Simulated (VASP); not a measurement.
A run of VASP 6.6.1 is set up as follows.

INCAR

```
SYSTEM = Ti
PREC     = Accurate       ! precision mode
ENCUT    = 520            ! plane-wave cutoff, eV
EDIFF    = 1E-6           ! SCF threshold, eV
ISMEAR   = 0              ! smearing method
SIGMA    = 0.15           ! smearing width, eV
LREAL    = .False.        ! projectors in reciprocal space
LASPH    = .True.         ! aspherical terms in the spheres
NELM     = 150            ! most SCF steps
ALGO     = Normal         ! electronic algorithm
ISIF     = 2              ! what is computed and relaxed
LWAVE    = .False.        ! write WAVECAR
LCHARG   = .False.        ! write CHGCAR
ISPIN    = 2              ! spin polarisation
MAGMOM   = 0.5            ! initial moments
LORBIT   = 11             ! projections on sites
NUPDOWN  = 0.5            ! fixed moment
LMAXMIX  = 4              ! l up to which the mixer works
GGA      = CA             ! functional
NBANDS   = 16             ! bands
```

KPOINTS

```
regular mesh
0
Gamma
  22 22 22
  0 0 0
```

POSCAR

```
Ti
1.0
    0.0000000000      1.9596931354      1.9596931354
    1.9596931354      0.0000000000      1.9596931354
    1.9596931354      1.9596931354      0.0000000000
Ti
1
Direct
    0.0000000000      0.0000000000      0.0000000000
```

Potentials or basis: VASP PAW LDA potentials, release 64 (Ti_sv).

Command:

```bash
$ cat potpaw_LDA.64/Ti_sv/POTCAR > POTCAR
$ mpirun -np 1 vasp_std > vasp.out
```

Task: Estimate the pressure.

Result: 9.4 GPa.

Caveat: the cell stands under pressure; the total moment is fixed, so each spin has its own Fermi level and the state may be an excited one.
